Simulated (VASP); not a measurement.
# C (I4/mmm) in VASP: notebook

The runs below take C through relaxation of cell and atoms, single point, with PBE.

Program: VASP 6.6.1. These are calculated values, not measurements. Logs are shortened: lines on timing, memory, paths and dates and some standing lists are left out, and cuts for length are marked.

## Step 1: The cell of the first run

The structure is tetragonal, space group I4/mmm (No. 139). The conventional cell has a = 3.445 Å, b = 3.445 Å, c = 8.620 Å, α = 90.00°, β = 90.00°, γ = 90.00°. C (site symmetry m2m) has 3 C at 1.37 to 1.46 Å within 1.8 Å.

## Step 2: Relaxation of cell and atoms, PBE

INCAR reads:

```
SYSTEM = C
  ALGO = Normal
  EDIFF = 1E-6
  EDIFFG = -0.01
  ENCUT = 600
  GGA = PE
  IBRION = 2
  ISIF = 3
  ISMEAR = 0
  LASPH = .True.
  LCHARG = .False.
  LREAL = .False.
  LWAVE = .False.
  NELM = 100
  NSW = 100
  PREC = Accurate
  SIGMA = 0.1
```

KPOINTS reads:

```
k-points
0
Gamma
  18 18 18
  0 0 0
```

POSCAR reads:

```
C
1.0
   -1.7222773373      1.7222773373      4.3100444902
    1.7222773373     -1.7222773373      4.3100444902
    1.7222773373      1.7222773373     -4.3100444902
C
4
Direct
    0.5000000000      0.1992998222      0.6992998222
    0.8007001778      0.5000000000      0.3007001778
    0.1992998222      0.5000000000      0.6992998222
    0.5000000000      0.8007001778      0.3007001778
```

Potentials or basis: VASP PAW PBE potentials, release 64 (C).

Run with:

```sh
> cat potpaw_PBE.64/C/POTCAR > POTCAR
> mpirun -np 1 vasp_std > vasp.out
```

OUTCAR:

```text
SYSTEM = C
   EDIFF = 1E-6
   EDIFFG = -0.01
   ENCUT = 600
   GGA = PE
   IBRION = 2
   ISIF = 3
   ISMEAR = 0
   LASPH = .True.
   LREAL = .False.
   NELM = 100
   NSW = 100
   PREC = Accurate

 ion  position               nearest neighbor table
   1  0.500  0.199  0.699-   4 1.37   3 1.46   2 1.46
   2  0.801  0.500  0.301-   3 1.37   4 1.46   1 1.46
   3  0.199  0.500  0.699-   2 1.37   1 1.46   4 1.46
   4  0.500  0.801  0.301-   1 1.37   2 1.46   3 1.46

  LATTYP: Found a body centered tetragonal cell.
 ALAT       =     3.4445546746
 C/A-ratio  =     2.5025263916

  Lattice vectors:

 A1 = (  -1.7222773373,   1.7222773373,   4.3100444902)
 A2 = (   1.7222773373,  -1.7222773373,   4.3100444902)
 A3 = (   1.7222773373,   1.7222773373,  -4.3100444902)

Analysis of symmetry for initial positions (statically):
=====================================================================
 Subroutine PRICEL returns:
 Original cell was already a primitive cell.

 Routine SETGRP: Setting up the symmetry group for a
 body centered tetragonal supercell.

 Subroutine GETGRP returns: Found 16 space group operations
 (whereof 16 operations were pure point group operations)
 out of a pool of 16 trial point group operations.

The static configuration has the point symmetry D_4h.

Analysis of symmetry for dynamics (positions and initial velocities):
=====================================================================
 Subroutine PRICEL returns:
 Original cell was already a primitive cell.

 Routine SETGRP: Setting up the symmetry group for a
 body centered tetragonal supercell.

 Subroutine GETGRP returns: Found 16 space group operations
 (whereof 16 operations were pure point group operations)
 out of a pool of 16 trial point group operations.

The dynamic configuration has the point symmetry D_4h.

 Subroutine INISYM returns: Found 16 space group operations
 (whereof 16 operations are pure point group operations),
 and found     1 'primitive' translations

----------------------------------------------------------------------------------------

                                     Primitive cell

  volume of cell :      51.1385

  direct lattice vectors                    reciprocal lattice vectors
    -1.722277337  1.722277337  4.310044490     0.000000000  0.290313290  0.116008083
     1.722277337 -1.722277337  4.310044490     0.290313290  0.000000000  0.116008083
     1.722277337  1.722277337 -4.310044490     0.290313290  0.290313290  0.000000000

  length of vectors
     4.950652680  4.950652680  4.950652680     0.312633462  0.312633462  0.410564992

  position of ions in fractional coordinates (direct lattice)
     0.500000000  0.199299822  0.699299822
     0.800700178  0.500000000  0.300700178
     0.199299822  0.500000000  0.699299822
     0.500000000  0.800700178  0.300700178

  ion indices of the primitive-cell ions
   primitive index   ion index
                 1           1
                 2           2
                 3           3
                 4           4

----------------------------------------------------------------------------------------

 KPOINTS: k-points

Automatic generation of k-mesh.
 Grid dimensions read from file:
 generate k-points for:   18   18   18

 Generating k-lattice:

  Cartesian coordinates                     Fractional coordinates (reciprocal lattice)
     0.000000000  0.016128516  0.006444894     0.055555556  0.000000000  0.000000000
     0.016128516  0.000000000  0.006444894     0.000000000  0.055555556  0.000000000
     0.016128516  0.016128516  0.000000000     0.000000000  0.000000000  0.055555556

  Length of vectors
     0.017368526  0.017368526  0.022809166

  Shift w.r.t. Gamma in fractional coordinates (k-lattice)
     0.000000000  0.000000000  0.000000000

 Subroutine IBZKPT returns following result:
 ===========================================

 Found    480 irreducible k-points:

 Following reciprocal coordinates:
            Coordinates               Weight
  0.000000  0.000000  0.000000      1.000000
  0.055556  0.000000  0.000000      8.000000
  0.111111  0.000000  0.000000      8.000000
  0.166667 -0.000000  0.000000      8.000000
  0.222222 -0.000000  0.000000      8.000000
  0.277778  0.000000 -0.000000      8.000000
[... 16 lines left out ...]
 -0.277778  0.055556  0.000000     16.000000
 -0.222222  0.055556 -0.000000     16.000000
 [... further k-points ...]
   k-points           NKPTS =    480   k-points in BZ     NKDIM =    480   number of bands    NBANDS=     12
   number of dos      NEDOS =    301   number of ions     NIONS =      4
   total plane-waves  NPLWV =  64000
   dimension x,y,z NGX =    40 NGY =   40 NGZ =   40
   dimension x,y,z NGXF=    80 NGYF=   80 NGZF=   80
   ions per type =               4
   NGX,Y,Z   is equivalent  to a cutoff of  13.43, 13.43, 13.43 a.u.
   NGXF,Y,Z  is equivalent  to a cutoff of  26.86, 26.86, 26.86 a.u.
 SYSTEM =  C
[... 32 lines left out ...]
  Thomas-Fermi vector in A             =   2.247950
   LORBIT       =      0    0 simple, 1 ext, 2 COOP (PROOUT), +10 PAW based schemes
   GGA     = PE    functional components
   LHFCALC =     F    Hartree Fock is set to
   AEXX    =    0.0000 exact exchange contribution
   IVDW    =     0    specifies the selected vdW correction
   LEPSILON=     F    determine dielectric tensor
   LRPA    =     F    only Hartree local field effects (RPA)
 conjugate gradient relaxation of ions
 non-spin polarized calculation
 Gauss-broadening in eV      SIGMA  =   0.10
  energy-cutoff  :      600.00
  volume of cell :       51.14
 maximum number of plane-waves:      1725
   NGX = 19   NGY = 19   NGZ = 19

--------------------------------------- Ionic step        1  -------------------------------------------

 number of electron      16.0000000 magnetization

 Free energy of the ion-electron system (eV)
  ---------------------------------------------------
  ext. energy  EPLUGINS =         0.00000000
  ---------------------------------------------------
  free energy    TOTEN  =       -34.87177223 eV

  energy without entropy =      -34.87076338  energy(sigma->0) =      -34.87126780

------------------------ aborting loop because EDIFF is reached ----------------------------------------

  FORCE on cell =-STRESS in cart. coord.  units (eV):
  Direction    XX          YY          ZZ          XY          YZ          ZX
  --------------------------------------------------------------------------------------
  -------------------------------------------------------------------------------------
  Total        0.0012909      0.0012909     -0.0565474      0.0000000      0.0000000      0.0000000
  in kB        0.0404446      0.0404446     -1.7716384      0.0000000      0.0000000      0.0000000
  external PRESSURE =      -0.5635831 kB  Pullay stress =       0.0000000 kB
[... 95 lines left out ...]
  FREE ENERGIE OF THE ION-ELECTRON SYSTEM (eV)
  ---------------------------------------------------
  free  energy   TOTEN  =       -34.8717931548 eV

  energy  without entropy=      -34.8707956130  energy(sigma->0) =      -34.87129438

[... ionic steps 4 to 16 ...]

--------------------------------------- Ionic step       17  -------------------------------------------

 number of electron      15.9999999 magnetization

------------------------ aborting loop because EDIFF is reached ----------------------------------------

  FORCE on cell =-STRESS in cart. coord.  units (eV):
  Direction    XX          YY          ZZ          XY          YZ          ZX
  --------------------------------------------------------------------------------------
  -------------------------------------------------------------------------------------
  Total        0.0664767      0.0664767      0.0162471      0.0000000     -0.0000000     -0.0000000
  in kB        2.2450704      2.2450704      0.5487023      0.0000000     -0.0000000     -0.0000000
  external PRESSURE =       1.6796143 kB  Pullay stress =       0.0000000 kB
[... 61 lines left out ...]
  energy  without entropy=      -34.8726179434  energy(sigma->0) =      -34.87323525

--------------------------------------- Ionic step       19  -------------------------------------------

 number of electron      15.9999999 magnetization

 Free energy of the ion-electron system (eV)
  ---------------------------------------------------
  ext. energy  EPLUGINS =         0.00000000
  ---------------------------------------------------
  free energy    TOTEN  =       -34.87385872 eV

  energy without entropy =      -34.87261907  energy(sigma->0) =      -34.87323890

 E-fermi :   1.9988     XC(G=0):  -8.5561

 val. band max:        1.9746083009   @ k =  -0.1667   0.1111  -0.0000
 cond. band min:       1.9995835180   @ k =   0.1111   0.0556   0.0556
 fundamental gap:      0.0249752171
 Fermi energy:         1.9987554672

 k-point     1 :       0.0000    0.0000    0.0000
  band No.  band energies     occupation
      1     -17.0380      2.00000
      2      -9.1053      2.00000
      3      -8.5654      2.00000
      4      -7.1175      2.00000
      5      -7.1175      2.00000
      6      -4.6146      2.00000
      7      -0.6177      2.00000
      8       3.5897      0.00000
      9       5.7344      0.00000
     10       5.7344      0.00000
     11       5.8536      0.00000
     12       8.8081      0.00000
[... 331 lines left out ...]
 k-point    24 :      -0.2222    0.0556   -0.0000
  band No.  band energies     occupation
      1     -16.6932      2.00000
      2     -10.9665      2.00000
      3      -8.9929      2.00000
      4      -6.4541      2.00000
      5      -4.8282      2.00000
      6      -4.1851      2.00000
      7      -1.9149      2.00000
      8       1.4828      2.00000
      9       5.4895      0.00000
     10       6.5515      0.00000
     11       7.5074      0.00000
     12       8.2152      0.00000

 [... further k-points ...]

------------------------ aborting loop because EDIFF is reached ----------------------------------------

  FORCE on cell =-STRESS in cart. coord.  units (eV):
  Direction    XX          YY          ZZ          XY          YZ          ZX
  --------------------------------------------------------------------------------------
  -------------------------------------------------------------------------------------
  Total       -0.0165849     -0.0165849      0.0156413      0.0000000     -0.0000000     -0.0000000
  in kB       -0.5591832     -0.5591832      0.5273664      0.0000000     -0.0000000     -0.0000000
  external PRESSURE =      -0.1970000 kB  Pullay stress =       0.0000000 kB
[... 19 lines left out ...]
  FREE ENERGIE OF THE ION-ELECTRON SYSTEM (eV)
  ---------------------------------------------------
  free  energy   TOTEN  =       -34.8738587249 eV

  energy  without entropy=      -34.8726190723  energy(sigma->0) =      -34.87323890

 reached required accuracy - stopping structural energy minimisation
```

It took 37 min on 1 thread of Intel Xeon Platinum 8488C (Sapphire Rapids), shared host; peak memory 0.44 GiB.

What came out:

- Free energy: -34.8739 eV
- Relaxed volume: 11.88 Å³/atom
- Relaxed cell: a = 4.688 Å, b = 4.688 Å, c = 4.688 Å, α = 136.89°, β = 136.89°, γ = 62.61°
- Space group after relaxing (to 0.05 Å): I4/mmm (No. 139)
- Energy gained by relaxing: 0.5 meV/atom
- Ionic steps: 19
- Pressure after relaxing: 0.0 GPa
- Largest force after relaxing: 0.007 eV/Å
- Band gap on the k mesh: zero (band 8 reaches 3.97 eV, above the bottom of band 9 at -0.28 eV)

Forces in eV/Å, atoms in the order of the input:
```
C    0.007  0.000  0.000
C    0.000 -0.007  0.000
C    0.000  0.007  0.000
C   -0.007  0.000  0.000
```

Stress tensor (GPa, compression positive):
```
-0.06  0.00  0.00
 0.00 -0.06  0.00
 0.00  0.00  0.05
```

The path:
```
step  energy change (eV)  largest force (eV/Å)  pressure (GPa)  volume (Å³)
   1              0.0000                0.0318           -0.06        51.14
   2              0.0004                0.1788           -0.08        51.11
   3              0.0000                0.0062           -0.06        51.13
   4             -0.0001                0.0072           -0.06        51.10
   5             -0.0002                0.0095           -0.05        50.99
   6             -0.0004                0.0145           -0.03        50.76
   7             -0.0008                0.0251            0.03        50.32
   8             -0.0015                0.0457            0.17        49.44
   9             -0.0019                0.0872            0.43        47.68
  10             -0.0019                0.0828            0.44        47.66
  11             -0.0019                0.0713            0.43        47.63
  12             -0.0020                0.0482            0.39        47.55
  13             -0.0020                0.0012            0.28        47.40
  14             -0.0020                0.0025            0.29        47.39
  15             -0.0020                0.0001            0.28        47.39
  16             -0.0020                0.0019            0.26        47.41
  17             -0.0021                0.0078            0.17        47.44
  18             -0.0021                0.0198           -0.01        47.51
  19             -0.0021                0.0074           -0.02        47.52
```

Final structure:
```
C
1.0
    -1.72220    1.72220    4.00535
     1.72220   -1.72220    4.00535
     1.72220    1.72220   -4.00535
C
4
Direct
  0.50000 0.19921 0.69921
  0.80079 0.50000 0.30079
  0.19921 0.50000 0.69921
  0.50000 0.80079 0.30079
```

Levels at points of the mesh, in eV from the Fermi level:
| k point | band 6 | band 7 | band 8 | band 9 | band 10 | band 11 |
| --- | --- | --- | --- | --- | --- | --- |
| (0.00, 0.00, 0.00) | -6.61 | -2.62 | 1.59 | 3.74 | 3.74 | 3.85 |
| (0.50, 0.00, 0.00) | -5.37 | -4.91 | -2.69 | 4.22 | 5.63 | 6.19 |
| (0.50, 0.50, 0.00) | -3.38 | -2.80 | -2.58 | -2.05 | 7.95 | 8.30 |
| (0.50, 0.50, 0.50) | -7.27 | -2.61 | 1.97 | 4.10 | 4.10 | 6.87 |

## Step 3: Single point, PBE

INCAR reads:

```
PREC = Accurate ; ENCUT = 520
EDIFF = 1E-6 ; ISMEAR = 0
SIGMA = 0.1 ; LREAL = False
LASPH = True ; NELM = 100
ALGO = Normal ; ISIF = 2
LWAVE = False ; LCHARG = False
GGA = PE ; NBANDS = 16
```

KPOINTS reads:

```
regular mesh
0
Gamma
  18 18 18
```

POSCAR is that of step 2.

Potentials or basis: VASP PAW PBE potentials, release 64 (C).

Run with:

```sh
> cat potpaw_PBE.64/C/POTCAR > POTCAR
> mpirun -np 1 vasp_std > vasp.out
```

Run time: 17 min. Hardware: 1 thread of AMD EPYC 7R43 (Zen 3), shared host; peak memory 0.39 GiB.

It converged, with:

- Free energy: -34.8632 eV
- Pressure: 0.2 GPa
- Largest force: 0.037 eV/Å
- Band gap on the k mesh: zero (band 8 reaches 3.42 eV, above the bottom of band 9 at -0.77 eV)

Forces in eV/Å, atoms in the order of the input:
```
C   -0.037  0.000  0.000
C    0.000  0.037  0.000
C    0.000 -0.037  0.000
C    0.037  0.000  0.000
```

Stress tensor (GPa, compression positive):
```
 0.35  0.00  0.00
 0.00  0.35  0.00
 0.00  0.00 -0.01
```

Levels at points of the mesh, in eV from the Fermi level:
| k point | band 5 | band 6 | band 7 | band 8 | band 9 | band 10 | band 11 | band 12 |
| --- | --- | --- | --- | --- | --- | --- | --- | --- |
| (0.00, 0.00, 0.00) | -9.14 | -6.76 | -2.63 | 1.67 | 3.61 | 3.79 | 3.79 | 6.82 |
| (0.50, 0.00, 0.00) | -5.82 | -5.38 | -4.92 | -2.69 | 4.20 | 5.63 | 6.16 | 7.27 |
| (0.50, 0.50, 0.00) | -3.39 | -3.39 | -2.81 | -2.48 | -2.17 | 7.94 | 8.27 | 8.59 |
| (0.50, 0.50, 0.50) | -9.16 | -7.17 | -2.63 | 1.88 | 4.01 | 4.01 | 6.41 | 6.84 |

## Step 4: Relaxation of cell and atoms, PBE

This run uses another cell than the first one, of 11.36 Å³/atom, 0.888 times its volume.

INCAR reads:

```
SYSTEM = C
ALGO = Normal ; EDIFF = 1E-6
EDIFFG = -0.01 ; ENCUT = 600
GGA = PE ; IBRION = 2
ISIF = 3 ; ISMEAR = 0
LASPH = .TRUE. ; LCHARG = .FALSE.
LREAL = .FALSE. ; LWAVE = .FALSE.
NELM = 100 ; NSW = 100
PREC = Accurate ; SIGMA = 0.1
```

KPOINTS reads:

```
k-points
0
G
  18 18 18
  0 0 0
```

POSCAR reads:

```
C
1.0
   -1.7228210181      1.7228210181      3.8264359866
    1.7228210181     -1.7228210181      3.8264359866
    1.7228210181      1.7228210181     -3.8264359866
C
4
Direct
    0.5000000000      0.1998743114      0.6998743114
    0.8001256886      0.5000000000      0.3001256886
    0.1998743114      0.5000000000      0.6998743114
    0.5000000000      0.8001256886      0.3001256886
```

Run with:

```sh
> cat potpaw_PBE.64/C/POTCAR > POTCAR
> mpirun -np 1 vasp_std > vasp.out
```

Wall time 57 min (1 thread of AMD EPYC 7R43 (Zen 3), shared host); peak memory 0.38 GiB.

Results (log left out):

```
Free energy                            : -34.8656 eV
Relaxed volume                         : 12.14 Å³/atom
Relaxed cell                           : a = 4.762 Å, b = 4.762 Å, c = 4.762 Å, α = 137.59°, β = 137.59°, γ = 61.53°
Space group after relaxing (to 0.05 Å) : I4/mmm (No. 139)
Energy gained by relaxing              : 1.3 meV/atom
Ionic steps                            : 17
Pressure after relaxing                : 0.0 GPa
Largest force after relaxing           : 0.008 eV/Å
Band gap on the k mesh                 : zero (band 8 reaches 3.80 eV, above the bottom of band 9 at -0.43 eV)
```

Forces in eV/Å, atoms in the order of the input:
```
C    0.008  0.000  0.000
C    0.000 -0.008  0.000
C    0.000  0.008  0.000
C   -0.008  0.000  0.000
```

Stress tensor (GPa, compression positive):
```
-0.09  0.00  0.00
 0.00 -0.09  0.00
 0.00  0.00  0.05
```

Step by step:
| step | energy change (eV) | largest force (eV/Å) | pressure (GPa) | volume (Å³) |
| --- | --- | --- | --- | --- |
| 1 | 0.0000 | 0.2975 | -0.05 | 45.43 |
| 2 | 0.0396 | 1.6903 | 0.59 | 45.41 |
| 3 | -0.0014 | 0.0013 | -0.01 | 45.43 |
| 4 | -0.0014 | 0.0039 | -0.01 | 45.43 |
| 5 | -0.0015 | 0.0003 | 0.35 | 45.42 |
| 6 | -0.0015 | 0.0000 | 0.35 | 45.42 |
| 7 | -0.0015 | 0.0009 | 0.35 | 45.45 |
| 8 | -0.0017 | 0.0035 | 0.33 | 45.55 |
| 9 | -0.0022 | 0.0090 | 0.31 | 45.74 |
| 10 | -0.0029 | 0.0200 | 0.26 | 46.13 |
| 11 | -0.0040 | 0.0417 | 0.15 | 46.91 |
| 12 | -0.0051 | 0.0836 | -0.04 | 48.46 |
| 13 | -0.0052 | 0.0383 | -0.02 | 48.60 |
| 14 | -0.0053 | 0.0178 | -0.02 | 48.58 |
| 15 | -0.0053 | 0.0159 | -0.04 | 48.58 |
| 16 | -0.0052 | 0.0340 | -0.02 | 48.52 |
| 17 | -0.0053 | 0.0078 | -0.04 | 48.57 |

Final structure:
```yaml
crystal:
  lattice:
    - [-1.72252, 1.72252, 4.09225]
    - [1.72252, -1.72252, 4.09225]
    - [1.72252, 1.72252, -4.09225]
  atoms:
    - { symbol: C, position: [0.50000, 0.19922, 0.69922] }
    - { symbol: C, position: [0.80078, 0.50000, 0.30078] }
    - { symbol: C, position: [0.19922, 0.50000, 0.69922] }
    - { symbol: C, position: [0.50000, 0.80078, 0.30078] }
```

Levels at points of the mesh, in eV from the Fermi level:
```tsv
k point	band 6	band 7	band 8	band 9	band 10	band 11
(0.00, 0.00, 0.00)	-6.66	-2.62	1.61	3.75	3.75	3.78
(0.50, 0.00, 0.00)	-5.37	-4.92	-2.69	4.21	5.63	6.18
(0.50, 0.50, 0.00)	-3.38	-2.80	-2.55	-2.09	7.94	8.29
(0.50, 0.50, 0.50)	-7.23	-2.61	1.94	4.07	4.07	6.85
```

## Step 5: The runs side by side

```tsv
task	cell	cutoff (eV)	gap on the mesh (eV)	pressure (GPa)	relaxed volume (Å³/atom)	largest force (eV/Å)
relaxation of cell and atoms	relaxed from a = 4.951 Å, angles 139.3, 139.3, 58.9°, 4 atoms	600	none	0.0	11.88	0.01
single point	a = 4.951 Å, angles 139.3, 139.3, 58.9°, 4 atoms	520	none	0.2	-	0.04
relaxation of cell and atoms	relaxed from a = 4.536 Å, angles 135.4, 135.4, 65.0°, 4 atoms	600	none	0.0	12.14	0.01
```

Alike in all rows: level PBE; potentials or basis VASP PAW PBE potentials, release 64 (C); no spin polarisation; k mesh 18 × 18 × 18; smearing gaussian 0.1 eV.

Absolute energies hang on the potentials; compare differences alone.
